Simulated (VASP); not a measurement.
Crystal: TaSi2.

```
CELL_PARAMETERS angstrom
-1.62354 1.62354 3.96226
1.62354 -1.62354 3.96226
1.62354 1.62354 -3.96226
ATOMIC_POSITIONS crystal
Si 0.33450 0.33450 0.00000
Si 0.66550 0.66550 0.00000
Ta 0.00000 0.00000 0.00000
```

- Program: VASP 6.6.1
- Task: relaxation of cell and atoms
- Functional: PBEsol
- Potentials or basis: VASP PAW PBE potentials, release 64 (Si, Ta_pv)
- Cutoff: 600 eV
- k mesh: 8 × 8 × 8
- Occupations: gaussian, width 0.1 eV
- Spin: no spin polarisation

At the start: pressure 8.4 GPa; volume 13.93 Å³/atom.

Problem. How do energy, volume and symmetry change on relaxing?

Solution. Over 7 steps the energy falls by 22.3 meV/atom and the volume is 14.42 Å³/atom (+3.5 %); space group I4/mmm (No. 139, to 0.05 Å).

The path:
```csv
step,energy change (eV),largest force (eV/Å),pressure (GPa),volume (Å³)
1,0.0000,0.3408,8.41,41.78
2,0.0569,0.0254,-11.66,46.33
3,-0.0596,0.1834,-1.07,43.60
4,-0.0596,0.1862,-0.91,43.57
5,-0.0656,0.1263,0.01,43.28
6,-0.0657,0.1207,0.08,43.26
7,-0.0668,0.0319,0.03,43.25
```

Final structure:
```
Si Ta
1.0
    -1.62765    1.62765    4.08171
     1.62765   -1.62765    4.08171
     1.62765    1.62765   -4.08171
Si Ta
2 1
Direct
  0.33166 0.33166 0.00000
  0.66834 0.66834 0.00000
  0.00000 0.00000 0.00000
```

Caveat: the PAW data sets were made with another functional, which shifts forces and pressure a little; the relaxation stopped at a loose force limit of 0.05 eV/Å, so its end isn't a converged minimum.
